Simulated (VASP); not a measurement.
Write the native input for VASP 6.6.1 that does the following.

- Task: single point
- Functional: PBE
- Potentials or basis: VASP PAW PBE potentials, release 64 (Al, Na_pv)
- Cutoff: 520 eV
- k mesh: 3 × 4 × 1
- Occupations: gaussian, width 0.15 eV
- Spin: no spin polarisation
- Dipole correction: no
- Further INCAR settings: LREAL = Auto; ALGO = Normal; EDIFF = 1e-06; NBANDS = 42

The structure of NaAl16 lies in POSCAR:

```
NaAl16
1.0
    8.1000000000      0.0000000000      0.0000000000
    0.0000000000      5.7275650000      0.0000000000
    0.0000000000      0.0000000000     17.2956740000
Al Na
16 1
Direct
    0.2500000000      0.2499999564      0.0578179260
    0.7500000000      0.2499999564      0.0578179260
    0.2500000000      0.7500000436      0.0578179260
    0.7500000000      0.7500000436      0.0578179260
   -0.0014524691      0.0002870330      0.1336826770
    0.5014460494      0.0002910486      0.1336735417
   -0.0014913580      0.4997298154      0.1336982878
    0.5014845679      0.4997249267      0.1336903667
    0.2499498765      0.2501352669      0.2213722923
    0.7500120988      0.2499112625      0.2223227034
    0.2499577778      0.7499541254      0.2214111459
    0.7500075309      0.7499750767      0.2206337839
    0.0026439506      0.0020891950      0.2985322226
    0.4973041975      0.0021239392      0.2984812272
    0.0024318519      0.4979871900      0.2985972677
    0.4975166667      0.4979536679      0.2985477178
    0.7495439506      0.7515874547      0.4107981568
```

One way to write it, as run:

INCAR

```
SYSTEM = NaAl16
ALGO     = Normal         ! electronic algorithm
EDIFF    = 1E-6           ! SCF threshold, eV
ENCUT    = 520            ! plane-wave cutoff, eV
GGA      = PE             ! functional
ISIF     = 2              ! what is computed and relaxed
ISMEAR   = 0              ! smearing method
LASPH    = .True.         ! aspherical terms in the spheres
LCHARG   = .True.         ! write CHGCAR
LELF     = .True.         ! ELF
LREAL    = Auto         
LVHAR    = .True.       
LWAVE    = .False.        ! write WAVECAR
NBANDS   = 42             ! bands
NELM     = 80             ! most SCF steps
PREC     = Accurate       ! precision mode
SIGMA    = 0.15           ! smearing width, eV
```

KPOINTS

```
k-points
0
Gamma
  3 4 1
  0 0 0
```

Potentials or basis: VASP PAW PBE potentials, release 64 (Al, Na_pv).

Launch:

```bash
$ cat potpaw_PBE.64/Al/POTCAR potpaw_PBE.64/Na_pv/POTCAR > POTCAR
$ mpirun -np 1 vasp_std > vasp.out
```

It gave:

```yaml
Largest_force: 0.091 eV/Å
Band_gap_on_the_k_mesh: zero (an odd number of electrons rules out a gap without spin polarisation)
```

Caveat: there is no dipole correction, which matters where the two faces differ.

Run time: 16 min on 1 thread of Oxide Virtual Turin-like Processor (shared host), peak memory 0.76 GiB.
